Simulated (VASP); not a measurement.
# Re (Fmmm) in VASP: notebook

Re is run at these levels: PBE; tasks: single point.

All numbers are computed with VASP 6.6.1; they aren't measurements. Logs are shortened: lines on timing, memory, paths and dates and some standing lists are left out, and cuts for length are marked.

## (1) The cell of the first run

Symmetry: Fmmm, No. 69, orthorhombic system. Conventional cell: a = 3.485 Å, b = 3.592 Å, c = 3.915 Å, α = 90.00°, β = 90.00°, γ = 90.00°. Within 3.3 Å of Re (site symmetry mmm) lie 12 Re at 2.50 to 2.66 Å.

## (2) Single point, PBE (normal strain along x -0.1100, normal strain along z -0.0825)

Input file INCAR:

```
SYSTEM = Re
PREC = Accurate
ENCUT = 520
EDIFF = 1E-6
ISMEAR = 0
SIGMA = 0.15
LREAL = .FALSE.
LASPH = .TRUE.
NELM = 80
ALGO = Normal
ISIF = 2
LWAVE = .FALSE.
LCHARG = .FALSE.
GGA = PE
NBANDS = 10
```

Input file KPOINTS:

```
Automatic mesh
0
G
  10 10 10
  0 0 0
```

Input file POSCAR:

```
Re
1.0
    0.0000000000      1.9577236186      1.7962114201
    1.7423740206      0.0000000000      1.7962114201
    1.7423740206      1.9577236186      0.0000000000
Re
1
Direct
    0.0000000000      0.0000000000      0.0000000000
```

Potentials or basis: VASP PAW PBE potentials, release 64 (Re).

On the command line:

```
> cat potpaw_PBE.64/Re/POTCAR > POTCAR
> mpirun -np 1 vasp_std > vasp.out
```

OUTCAR:

```text
SYSTEM = Re
   PREC = Accurate
   ENCUT = 520
   EDIFF = 1E-6
   ISMEAR = 0
   LREAL = .FALSE.
   LASPH = .TRUE.
   NELM = 80
   ISIF = 2
   GGA = PE

 ion  position               nearest neighbor table
   1  0.000  0.000  0.000-

  LATTYP: Found a face centered orthorhombic cell.
 ALAT       =     3.4847480412
 B/A-ratio  =     1.0308988764
 C/A-ratio  =     1.1235955056

  Lattice vectors:

 A1 = (   0.0000000000,   1.9577236186,  -1.7962114201)
 A2 = (   1.7423740206,   1.9577236186,   0.0000000000)
 A3 = (   1.7423740206,   0.0000000000,  -1.7962114201)

Analysis of symmetry for initial positions (statically):
=====================================================================
 Subroutine PRICEL returns:
 Original cell was already a primitive cell.

 Routine SETGRP: Setting up the symmetry group for a
 face centered orthorhombic supercell.

 Subroutine GETGRP returns: Found  8 space group operations
 (whereof  8 operations were pure point group operations)
 out of a pool of  8 trial point group operations.

The static configuration has the point symmetry D_2h.

Analysis of symmetry for dynamics (positions and initial velocities):
=====================================================================
 Subroutine PRICEL returns:
 Original cell was already a primitive cell.

 Routine SETGRP: Setting up the symmetry group for a
 face centered orthorhombic supercell.

 Subroutine GETGRP returns: Found  8 space group operations
 (whereof  8 operations were pure point group operations)
 out of a pool of  8 trial point group operations.

The dynamic configuration has the point symmetry D_2h.

 Subroutine INISYM returns: Found  8 space group operations
 (whereof  8 operations are pure point group operations),
 and found     1 'primitive' translations

----------------------------------------------------------------------------------------

                                     Primitive cell

  volume of cell :      12.2541

  direct lattice vectors                    reciprocal lattice vectors
     0.000000000  1.957723619  1.796211420    -0.286964793  0.255398666  0.278363668
     1.742374021  0.000000000  1.796211420     0.286964793 -0.255398666  0.278363668
     1.742374021  1.957723619  0.000000000     0.286964793  0.255398666 -0.278363668

  length of vectors
     2.656888638  2.502447341  2.620791673     0.474408687  0.474408687  0.474408687

  position of ions in fractional coordinates (direct lattice)
     0.000000000  0.000000000  0.000000000

  ion indices of the primitive-cell ions
   primitive index   ion index
                 1           1

----------------------------------------------------------------------------------------

 KPOINTS: Automatic mesh

Automatic generation of k-mesh.
 Grid dimensions read from file:
 generate k-points for:   10   10   10

 Generating k-lattice:

  Cartesian coordinates                     Fractional coordinates (reciprocal lattice)
    -0.028696479  0.025539867  0.027836367     0.100000000 -0.000000000  0.000000000
     0.028696479 -0.025539867  0.027836367    -0.000000000  0.100000000 -0.000000000
     0.028696479  0.025539867 -0.027836367     0.000000000  0.000000000  0.100000000

  Length of vectors
     0.047440869  0.047440869  0.047440869

  Shift w.r.t. Gamma in fractional coordinates (k-lattice)
     0.000000000  0.000000000  0.000000000

 Subroutine IBZKPT returns following result:
 ===========================================

 Found    171 irreducible k-points:

 Following reciprocal coordinates:
            Coordinates               Weight
  0.000000  0.000000  0.000000      1.000000
  0.100000  0.000000 -0.000000      8.000000
  0.200000  0.000000 -0.000000      8.000000
  0.300000  0.000000  0.000000      8.000000
  0.400000 -0.000000 -0.000000      8.000000
  0.500000  0.000000  0.000000      4.000000
[... 16 lines left out ...]
  0.300000  0.300000  0.000000      2.000000
  0.400000  0.300000 -0.000000      8.000000
 [... further k-points ...]
   k-points           NKPTS =    171   k-points in BZ     NKDIM =    171   number of bands    NBANDS=     10
   number of dos      NEDOS =    301   number of ions     NIONS =      1
   total plane-waves  NPLWV =   8000
   dimension x,y,z NGX =    20 NGY =   20 NGZ =   20
   dimension x,y,z NGXF=    40 NGYF=   40 NGZF=   40
   ions per type =               1
   NGX,Y,Z   is equivalent  to a cutoff of  12.51, 13.29, 12.69 a.u.
   NGXF,Y,Z  is equivalent  to a cutoff of  25.03, 26.57, 25.37 a.u.
 SYSTEM =  Re
   PREC   = accura    normal or accurate (medium, high low for compatibility)
   ISTART =      0    job   : 0-new  1-cont  2-samecut
   ICHARG =      2    charge: 1-file 2-atom 10-const
   ISPIN  =      1    spin polarized calculation?
   LNONCOLLINEAR =      F non collinear calculations
   LSORBIT =      F    spin-orbit coupling
   LASPH  =      T    aspherical Exc in radial PAW
   ENCUT  =  520.0 eV  38.22 Ry    6.18 a.u.   4.94  4.65  4.87*2*pi/ulx,y,z
   NELM   =     80;   NELMIN=  2; NELMDL= -5     # of ELM steps
   EDIFF  = 0.1E-05   stopping-criterion for ELM
   LREAL  =      F    real-space projection
   EDIFFG = 0.1E-04   stopping-criterion for IOM
   NSW    =      0    number of steps for IOM
   IBRION =     -1    ionic relax: 0-MD 1-quasi-New 2-CG
   NFREE  =      0    steps in history (QN), initial steepest desc. (CG)
   ISIF   =      2    stress and relaxation
   ISYM   =      2    0-nonsym 1-usesym 2-fastsym
   POTIM  = 0.5000    time-step for ionic-motion
   TEBEG  =    0.0;   TEEND  =   0.0 temperature during run
   PSTRESS=    0.0 pullay stress
   NELECT =       7.0000    total number of electrons
   NUPDOWN=      -1.0000    fix difference up-down
   EMIN   =  10.00;   EMAX   =-10.00  energy-range for DOS
   EFERMI =   0.00;   METHOD = LEGACY
   ISMEAR =     0;   SIGMA  =   0.15  broadening in eV -4-tet -1-fermi 0-gaus
   EFERMI_NEDOS =   21; number of points for ismear=-14 and -15
   IALGO  =     38    algorithm
   IMIX   =      4    mixing-type and parameters
     AMIX     =   0.40;   BMIX     =  1.00
     AMIX_MAG =   1.60;   BMIX_MAG =  1.00
  volume/ion in A,a.u.               =      12.25        82.69
  Fermi-wavevector in a.u.,A,eV,Ry     =   1.358358  2.566924 25.104589  1.845135
  Thomas-Fermi vector in A             =   2.485198
   LORBIT       =      0    0 simple, 1 ext, 2 COOP (PROOUT), +10 PAW based schemes
   GGA     = PE    functional components
   LHFCALC =     F    Hartree Fock is set to
   AEXX    =    0.0000 exact exchange contribution
   IVDW    =     0    specifies the selected vdW correction
   LEPSILON=     F    determine dielectric tensor
   LRPA    =     F    only Hartree local field effects (RPA)
 non-spin polarized calculation
 Gauss-broadening in eV      SIGMA  =   0.15
  energy-cutoff  :      520.00
  volume of cell :       12.25
 maximum number of plane-waves:       342
   NGX =  9   NGY =  9   NGZ =  9

 number of electron       7.0000000 magnetization

 Free energy of the ion-electron system (eV)
  ---------------------------------------------------
  ext. energy  EPLUGINS =         0.00000000
  ---------------------------------------------------
  free energy    TOTEN  =       -11.41808156 eV

  energy without entropy =      -11.40921199  energy(sigma->0) =      -11.41364677

 E-fermi :  10.6990     XC(G=0): -14.7590

 val. band max:       10.6885867570   @ k =   0.1000   0.0000  -0.0000
 cond. band min:      10.7039709439   @ k =   0.2000  -0.2000   0.1000
 fundamental gap:      0.0153841869
 Fermi energy:        10.6989508108

 k-point     1 :       0.0000    0.0000    0.0000
  band No.  band energies     occupation
      1      -0.7775      2.00000
      2       6.9647      2.00000
      3       8.6250      2.00000
      4       9.0996      2.00000
      5      10.7342      0.73944
      6      13.6283      0.00000
      7      24.8533      0.00000
      8      28.7312      0.00000
      9      32.2036      0.00000
     10      33.7974      0.00000

 k-point     2 :       0.1000    0.0000   -0.0000
  band No.  band energies     occupation
      1      -0.2056      2.00000
      2       7.0959      2.00000
      3       8.4712      2.00000
      4       9.1982      2.00000
      5      10.6886      1.07784
      6      13.2583      0.00000
      7      25.9432      0.00000
      8      28.9084      0.00000
      9      31.4048      0.00000
     10      34.1718      0.00000

 k-point     3 :       0.2000    0.0000   -0.0000
  band No.  band energies     occupation
      1       1.1866      2.00000
      2       7.1488      2.00000
      3       7.9998      2.00000
      4       9.6648      2.00000
      5      11.2470      0.00000
      6      12.7217      0.00000
      7      26.3142      0.00000
      8      29.3685      0.00000
      9      33.3768      0.00000
     10      37.2051      0.00000

 k-point     4 :       0.3000    0.0000    0.0000
  band No.  band energies     occupation
      1       2.2668      2.00000
      2       7.4574      2.00000
      3       7.9483      2.00000
      4       9.5752      2.00000
      5      12.9828      0.00000
      6      13.2428      0.00000
      7      24.4735      0.00000
      8      30.3074      0.00000
      9      36.6323      0.00000
     10      38.2088      0.00000
[... 222 lines left out ...]
 k-point    22 :      -0.2000    0.2000    0.0000
  band No.  band energies     occupation
      1       3.6861      2.00000
      2       6.4514      2.00000
      3       7.5529      2.00000
      4      10.3024      1.99981
      5      10.4407      1.98509
      6      15.8247      0.00000
      7      27.5935      0.00000
      8      31.1678      0.00000
      9      32.4338      0.00000
     10      33.8449      0.00000

 k-point    23 :       0.3000    0.3000    0.0000
  band No.  band energies     occupation
      1       3.1105      2.00000
      2       4.5316      2.00000
      3       9.8384      2.00000
      4      11.9518      0.00000
      5      12.3315      0.00000
      6      13.7603      0.00000
      7      29.1406      0.00000
      8      31.6922      0.00000
      9      33.2313      0.00000
     10      35.6829      0.00000

 k-point    24 :       0.4000    0.3000   -0.0000
  band No.  band energies     occupation
      1       3.1252      2.00000
      2       4.1773      2.00000
      3       9.9409      2.00000
      4      12.3553      0.00000
      5      14.5313      0.00000
      6      15.5400      0.00000
      7      26.7303      0.00000
      8      29.7742      0.00000
      9      31.7162      0.00000
     10      36.8601      0.00000

 [... further k-points ...]
[... 5 lines left out ...]
  --------------------------------------------------------------------------------------
  -------------------------------------------------------------------------------------
  Total       10.5737836      6.5987175     10.0062032      0.0000000      0.0000000     -0.0000000
  in kB     1382.4861378    862.7597970   1308.2769293      0.0000000      0.0000000     -0.0000000
  external PRESSURE =    1184.5076214 kB  Pullay stress =       0.0000000 kB

 VOLUME and BASIS-vectors are now :
 -----------------------------------------------------------------------------
  energy-cutoff  :      520.00
  volume of cell :       12.25
      direct lattice vectors                 reciprocal lattice vectors
     0.000000000  1.957723619  1.796211420    -0.286964793  0.255398666  0.278363668
     1.742374021  0.000000000  1.796211420     0.286964793 -0.255398666  0.278363668
     1.742374021  1.957723619  0.000000000     0.286964793  0.255398666 -0.278363668

 POSITION                                       TOTAL-FORCE (eV/Angst)
 -----------------------------------------------------------------------------------
      0.00000      0.00000      0.00000         0.000000     -0.000000      0.000000
 -----------------------------------------------------------------------------------
    total drift:                                0.000000      0.000000     -0.000000

  FREE ENERGIE OF THE ION-ELECTRON SYSTEM (eV)
  ---------------------------------------------------
  free  energy   TOTEN  =       -11.4180815578 eV

  energy  without entropy=      -11.4092119901  energy(sigma->0) =      -11.41364677
```

It took 15 s on 1 thread of Intel Xeon Platinum 8488C (Sapphire Rapids), shared host; peak memory 0.14 GiB.

What came out:

- Free energy: -11.4181 eV
- Pressure: 118.5 GPa

Levels at points of the mesh, in eV from the Fermi level:
| k point | band 1 | band 2 | band 3 | band 4 | band 5 | band 6 |
| --- | --- | --- | --- | --- | --- | --- |
| (0.00, 0.00, 0.00) | -11.48 | -3.73 | -2.07 | -1.60 | 0.04 | 2.93 |
| (0.50, 0.00, 0.00) | -8.43 | -3.81 | -1.83 | 0.72 | 4.43 | 5.48 |
| (0.50, 0.50, 0.00) | -8.77 | -7.61 | 4.31 | 4.46 | 4.64 | 7.24 |
| (0.50, 0.00, 0.50) | -8.69 | -7.56 | 2.28 | 5.17 | 5.66 | 6.10 |
| (0.00, 0.50, 0.50) | -8.77 | -7.80 | 4.66 | 4.91 | 5.09 | 7.04 |

Caveat: the cell differs from its parent crystal (normal strain along x -0.1100, normal strain along z -0.0825); spin-orbit coupling is left out, which moves the levels of the heavy elements.

## (3) Single point, PBE (normal strain along x -0.0825, normal strain along z -0.0550)

Input file INCAR:

```
SYSTEM = Re
ALGO = Fast
EDIFF = 1E-6
ENCUT = 520
GGA = PE
ISIF = 2
ISMEAR = 0
LASPH = .True.
LCHARG = .False.
LREAL = .False.
LWAVE = .False.
NBANDS = 10
NELM = 80
PREC = Accurate
SIGMA = 0.15
```

Input file KPOINTS:

```
k-points
0
Gamma
  10 10 10
  0 0 0
```

Input file POSCAR:

```
Re
1.0
    0.0000000000      1.9577236186      1.8500488196
    1.7962114201      0.0000000000      1.8500488196
    1.7962114201      1.9577236186      0.0000000000
Re
1
Direct
    0.0000000000      0.0000000000      0.0000000000
```

Potentials or basis: VASP PAW PBE potentials, release 64 (Re).

On the command line:

```
> cat potpaw_PBE.64/Re/POTCAR > POTCAR
> mpirun -np 1 vasp_std > vasp.out
```

Wall time 15 s (1 thread of Intel Xeon Platinum 8488C (Sapphire Rapids), shared host); peak memory 0.14 GiB.

The run converged. Its results:

* Free energy: -11.9277 eV
* Pressure: 72.4 GPa

Stress tensor (GPa, compression positive):
```
87.01  0.00  0.00
 0.00 52.29  0.00
 0.00  0.00 78.00
```

Levels at points of the mesh, in eV from the Fermi level:
| k point | band 1 | band 2 | band 3 | band 4 | band 5 | band 6 | band 7 | band 8 |
| --- | --- | --- | --- | --- | --- | --- | --- | --- |
| (0.00, 0.00, 0.00) | -11.05 | -3.11 | -2.10 | -1.65 | 0.49 | 2.37 | 14.05 | 18.51 |
| (0.50, 0.00, 0.00) | -7.89 | -3.26 | -1.90 | 0.49 | 4.19 | 4.94 | 12.00 | 13.41 |
| (0.50, 0.50, 0.00) | -8.08 | -7.04 | 3.66 | 4.28 | 4.63 | 6.32 | 12.35 | 14.17 |
| (0.50, 0.00, 0.50) | -8.07 | -6.99 | 2.37 | 4.65 | 5.21 | 5.64 | 13.88 | 14.15 |
| (0.00, 0.50, 0.50) | -8.08 | -7.17 | 4.37 | 4.40 | 4.88 | 6.12 | 12.12 | 13.30 |

Caveat: the cell differs from its parent crystal (normal strain along x -0.0825, normal strain along z -0.0550); spin-orbit coupling is left out, which moves the levels of the heavy elements.
